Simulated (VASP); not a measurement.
# Cu (Fm-3m) in VASP: a series of runs, part 2 of 2

VASP 6.6.1. The steps go on from the part before.

## Step 4: Single point, r2SCAN0

This run uses another cell than the first one, of 11.81 Å³/atom, 0.832 times its volume.

Contents of POSCAR:

```
Cu
1.0
    0.0000000000      1.8075000000      1.8075000000
    1.8075000000      0.0000000000      1.8075000000
    1.8075000000      1.8075000000      0.0000000000
Cu
1
Direct
    0.0000000000      0.0000000000      0.0000000000
```

Contents of INCAR.step1:

```
SYSTEM = Cu
ALGO = Normal
EDIFF = 1E-5
ENCUT = 520
GGA = PE
ISIF = 2
ISMEAR = -1
LASPH = .TRUE.
LREAL = .FALSE.
LWAVE = .TRUE.
NBANDS = 12
NELM = 100
PREC = Accurate
SIGMA = 0.05
```

Contents of INCAR.step2:

```
SYSTEM = Cu
AEXX = 0.25
ALGO = Normal
EDIFF = 1E-7
ENCUT = 520
ISIF = 2
ISMEAR = -1
ISTART = 1
LASPH = .TRUE.
LCHARG = .TRUE.
LELF = .TRUE.
LHFCALC = .TRUE.
LMIXTAU = .TRUE.
LREAL = .FALSE.
LVHAR = .TRUE.
LWAVE = .FALSE.
METAGGA = R2SCAN
NBANDS = 12
NELM = 100
PREC = Accurate
PRECFOCK = Normal
SIGMA = 0.05
```

Contents of KPOINTS:

```
k-points
0
G
  7 7 7
  0 0 0
```

Potentials or basis: VASP PAW PBE potentials, release 64 (Cu).

Started as:

```console
$ cat potpaw_PBE.64/Cu/POTCAR > POTCAR
$ cp INCAR.step1 INCAR
$ mpirun -np 1 vasp_std > vasp.out
$ cp INCAR.step2 INCAR
$ mpirun -np 1 vasp_std > vasp.out
```

OUTCAR:

```text
SYSTEM = Cu
   AEXX = 0.25
   EDIFF = 1E-7
   ENCUT = 520
   ISIF = 2
   ISMEAR = -1
   ISTART = 1
   LASPH = .TRUE.
   LHFCALC = .TRUE.
   LREAL = .FALSE.
   METAGGA = R2SCAN
   NELM = 100
   PREC = Accurate
   PRECFOCK = Normal

 ion  position               nearest neighbor table
   1  0.000  0.000  0.000-

  LATTYP: Found a face centered cubic cell.
 ALAT       =     3.6150000000

  Lattice vectors:

 A1 = (   0.0000000000,   1.8075000000,   1.8075000000)
 A2 = (   1.8075000000,   0.0000000000,   1.8075000000)
[... 482 lines left out ...]

------------------------ aborting loop because EDIFF is reached ----------------------------------------

  FORCE on cell =-STRESS in cart. coord.  units (eV):
  Direction    XX          YY          ZZ          XY          YZ          ZX
  --------------------------------------------------------------------------------------
  -------------------------------------------------------------------------------------
  Total       -0.1477308     -0.1477308     -0.1477308     -0.0000000     -0.0000000      0.0000000
  in kB      -20.0408768    -20.0408768    -20.0408768     -0.0000000     -0.0000000      0.0000000
  external PRESSURE =     -20.0408768 kB  Pullay stress =       0.0000000 kB

 VOLUME and BASIS-vectors are now :
 -----------------------------------------------------------------------------
  energy-cutoff  :      520.00
  volume of cell :       11.81
      direct lattice vectors                 reciprocal lattice vectors
     0.000000000  1.807500000  1.807500000    -0.276625173  0.276625173  0.276625173
     1.807500000  0.000000000  1.807500000     0.276625173 -0.276625173  0.276625173
     1.807500000  1.807500000  0.000000000     0.276625173  0.276625173 -0.276625173

 POSITION                                       TOTAL-FORCE (eV/Angst)
 -----------------------------------------------------------------------------------
      0.00000      0.00000      0.00000         0.000000     -0.000000      0.000000
 -----------------------------------------------------------------------------------
    total drift:                                0.000000      0.000000     -0.000000

  FREE ENERGIE OF THE ION-ELECTRON SYSTEM (eV)
  ---------------------------------------------------
  free  energy   TOTEN  =        -9.4195699208 eV

  energy  without entropy=       -9.4183804737  energy(sigma->0) =       -9.41897520
```

OUTCAR.step1:

```text
SYSTEM = Cu
   EDIFF = 1E-5
   ENCUT = 520
   GGA = PE
   ISIF = 2
   ISMEAR = -1
   LASPH = .TRUE.
[... 509 lines left out ...]
 -----------------------------------------------------------------------------------
      0.00000      0.00000      0.00000         0.000000      0.000000      0.000000
 -----------------------------------------------------------------------------------
    total drift:                                0.000000     -0.000000      0.000000

  FREE ENERGIE OF THE ION-ELECTRON SYSTEM (eV)
  ---------------------------------------------------
  free  energy   TOTEN  =        -3.7675030857 eV

  energy  without entropy=       -3.7663075164  energy(sigma->0) =       -3.76690530
```

Run time: 13 min. Hardware: 1 thread of Intel Xeon Platinum 8488C (Sapphire Rapids), shared host; peak memory 0.14 GiB.

Results:

```
Free energy : -9.4196 eV
Pressure    : -2.0 GPa
```

Levels at points of the mesh, in eV from the Fermi level:
| k point | band 2 | band 3 | band 4 | band 5 | band 6 | band 7 | band 8 | band 9 | band 10 | band 11 |
| --- | --- | --- | --- | --- | --- | --- | --- | --- | --- | --- |
| (0.00, 0.00, 0.00) | -5.44 | -5.44 | -5.44 | -4.63 | -4.63 | 24.21 | 27.51 | 27.51 | 27.51 | 30.12 |

Caveat: the k points lie up to 0.43 Å⁻¹ apart; the PAW data sets were made with another functional, which shifts forces and pressure a little.

## Step 5: Single point, r2SCANh

This run uses another cell than the first one, of 11.81 Å³/atom, 0.832 times its volume.

POSCAR is that of step 4.

Contents of INCAR.step1:

```
SYSTEM = Cu
PREC = Accurate
ENCUT = 520
EDIFF = 1E-5
ISMEAR = -1
SIGMA = 0.05
LREAL = .FALSE.
LASPH = .TRUE.
NELM = 100
ALGO = Normal
ISIF = 2
LWAVE = .TRUE.
GGA = PE
NBANDS = 12
```

Contents of INCAR.step2:

```
SYSTEM = Cu
PREC = Accurate
ENCUT = 520
EDIFF = 1E-6
ISMEAR = -1
SIGMA = 0.05
LREAL = .FALSE.
LASPH = .TRUE.
NELM = 100
ALGO = Normal
ISIF = 2
LWAVE = .FALSE.
LCHARG = .TRUE.
METAGGA = R2SCAN
LHFCALC = .TRUE.
AEXX = 0.1
LMIXTAU = .TRUE.
PRECFOCK = Normal
LELF = .TRUE.
LVHAR = .TRUE.
ISTART = 1
NBANDS = 12
```

Contents of KPOINTS:

```
Automatic mesh
0
G
  7 7 7
  0 0 0
```

Potentials or basis: VASP PAW PBE potentials, release 64 (Cu).

Started as:

```console
$ cat potpaw_PBE.64/Cu/POTCAR > POTCAR
$ cp INCAR.step1 INCAR
$ mpirun -np 1 vasp_std > vasp.out
$ cp INCAR.step2 INCAR
$ mpirun -np 1 vasp_std > vasp.out
```

OUTCAR:

```text
SYSTEM = Cu
   PREC = Accurate
   ENCUT = 520
   EDIFF = 1E-6
   ISMEAR = -1
   LREAL = .FALSE.
   LASPH = .TRUE.
   NELM = 100
   ISIF = 2
   METAGGA = R2SCAN
   LHFCALC = .TRUE.
   AEXX = 0.1
   PRECFOCK = Normal
   ISTART = 1

 ion  position               nearest neighbor table
   1  0.000  0.000  0.000-

  LATTYP: Found a face centered cubic cell.
 ALAT       =     3.6150000000

  Lattice vectors:

 A1 = (   0.0000000000,   1.8075000000,   1.8075000000)
 A2 = (   1.8075000000,   0.0000000000,   1.8075000000)
 A3 = (   1.8075000000,   1.8075000000,   0.0000000000)

Analysis of symmetry for initial positions (statically):
=====================================================================
 Subroutine PRICEL returns:
 Original cell was already a primitive cell.

 Routine SETGRP: Setting up the symmetry group for a
 face centered cubic supercell.

 Subroutine GETGRP returns: Found 48 space group operations
[... 9 lines left out ...]

 Routine SETGRP: Setting up the symmetry group for a
 face centered cubic supercell.

 Subroutine GETGRP returns: Found 48 space group operations
[... 11 lines left out ...]
                                     Primitive cell

[... 147 lines left out ...]
      1      -2.8633      2.00000
      2       3.4904      2.00000
      3       3.4904      2.00000
      4       3.4904      2.00000
      5       4.3021      2.00000
      6       4.3021      2.00000
      7      31.2303      0.00000
      8      34.3776      0.00000
      9      34.3776      0.00000
     10      34.3779      0.00000
     11      36.8530      0.00000
     12      36.8531      0.00000
[... 271 lines left out ...]
 k-point    20 :      -0.2857    0.4286    0.1429
  band No.  band energies     occupation
      1       2.3488      2.00000
      2       2.6802      2.00000
      3       3.2706      2.00000
      4       4.3059      2.00000
      5       5.0279      2.00000
      6      13.0568      0.00000
      7      13.5902      0.00000
      8      16.5919      0.00000
      9      20.1596      0.00000
     10      33.2505      0.00000
     11      39.7857      0.00000
     12      40.1995      0.00000

------------------------ aborting loop because EDIFF is reached ----------------------------------------

  FORCE on cell =-STRESS in cart. coord.  units (eV):
  Direction    XX          YY          ZZ          XY          YZ          ZX
  --------------------------------------------------------------------------------------
  -------------------------------------------------------------------------------------
  Total       -0.2663533     -0.2663533     -0.2663533     -0.0000000      0.0000000     -0.0000000
  in kB      -36.1329717    -36.1329717    -36.1329717     -0.0000000      0.0000000     -0.0000000
  external PRESSURE =     -36.1329717 kB  Pullay stress =       0.0000000 kB

 VOLUME and BASIS-vectors are now :
 -----------------------------------------------------------------------------
  energy-cutoff  :      520.00
  volume of cell :       11.81
      direct lattice vectors                 reciprocal lattice vectors
     0.000000000  1.807500000  1.807500000    -0.276625173  0.276625173  0.276625173
     1.807500000  0.000000000  1.807500000     0.276625173 -0.276625173  0.276625173
     1.807500000  1.807500000  0.000000000     0.276625173  0.276625173 -0.276625173

 POSITION                                       TOTAL-FORCE (eV/Angst)
 -----------------------------------------------------------------------------------
      0.00000      0.00000      0.00000         0.000000      0.000000     -0.000000
 -----------------------------------------------------------------------------------
    total drift:                               -0.000000     -0.000000     -0.000000

  FREE ENERGIE OF THE ION-ELECTRON SYSTEM (eV)
  ---------------------------------------------------
  free  energy   TOTEN  =       -10.2658196617 eV

  energy  without entropy=      -10.2646267913  energy(sigma->0) =      -10.26522323
```

Wall time 13 min (1 thread of Intel Xeon Platinum 8488C (Sapphire Rapids), shared host); peak memory 0.13 GiB.

What came out:

```yaml
Free_energy: -10.2658 eV
Pressure: -3.6 GPa
```

Caveat: the k points lie up to 0.43 Å⁻¹ apart; the PAW data sets were made with another functional, which shifts forces and pressure a little.

## Step 6: Single point, RPBE

This run uses another cell than the first one, of 11.81 Å³/atom, 0.832 times its volume.

Contents of INCAR:

```
  ALGO = Normal
  EDIFF = 1E-6
  ENCUT = 600
  GGA = RP
  GGA_COMPAT = F
  ISIF = 2
  ISMEAR = 0
  LASPH = T
  LCHARG = F
  LREAL = F
  LWAVE = F
  NBANDS = 12
  NELM = 120
  PREC = Accurate
  SIGMA = 0.1
```

Contents of KPOINTS:

```
k-points
0
Gamma
  13 13 13
```

POSCAR is that of step 5.

Potentials or basis: VASP PAW PBE potentials, release 64 (Cu).

Started as:

```console
$ cat potpaw_PBE.64/Cu/POTCAR > POTCAR
$ mpirun -np 1 vasp_std > vasp.out
```

It took 7.7 s on 1 thread of Intel Xeon 6975P-C, shared host; peak memory 0.13 GiB.

It converged, with:

```
Free energy : -3.2429 eV
Pressure    : 7.3 GPa
```

Levels at points of the mesh, in eV from the Fermi level:
| k point | band 3 | band 4 | band 5 | band 6 | band 7 | band 8 | band 9 | band 10 |
| --- | --- | --- | --- | --- | --- | --- | --- | --- |
| (0.00, 0.00, 0.00) | -3.22 | -3.22 | -2.40 | -2.40 | 22.35 | 25.08 | 25.08 | 25.08 |

Caveat: the PAW data sets were made with another functional, which shifts forces and pressure a little.

## Step 7: Overview

```tsv
task	level	cell	k mesh	cutoff (eV)	smearing	grid for exact exchange (PRECFOCK)	gap on the mesh (eV)	pressure (GPa)
single point	PBE exchange alone	a = 2.718 Å, angles 60.0°, 1 atom	13 × 13 × 13	600	fermi-dirac 0.05 eV	-	none	0.3
relaxation of cell and atoms	PBE exchange alone	relaxed from a = 2.556 Å, angles 60.0°, 1 atom	13 × 13 × 13	600	fermi-dirac 0.05 eV	-	none	-0.1
single point	r2SCAN0	a = 2.556 Å, angles 60.0°, 1 atom	7 × 7 × 7	520	fermi-dirac 0.05 eV	Normal	none	-2.0
single point	r2SCANh	a = 2.556 Å, angles 60.0°, 1 atom	7 × 7 × 7	520	fermi-dirac 0.05 eV	Normal	none	-3.6
single point	RPBE	a = 2.556 Å, angles 60.0°, 1 atom	13 × 13 × 13	600	gaussian 0.1 eV	-	none	7.3
```

Alike in all rows: potentials or basis VASP PAW PBE potentials, release 64 (Cu); no spin polarisation.

Caveats: some runs use coarse meshes; the PAW data sets were made with another functional, which shifts forces and pressure a little (some runs); the volume moved by over 15 % at a fixed basis, so the end points are rough (some runs); the volume moved by +21 % from the deposited cell, more than functionals usually miss (some runs).

Absolute energies hang on the potentials; compare differences alone.
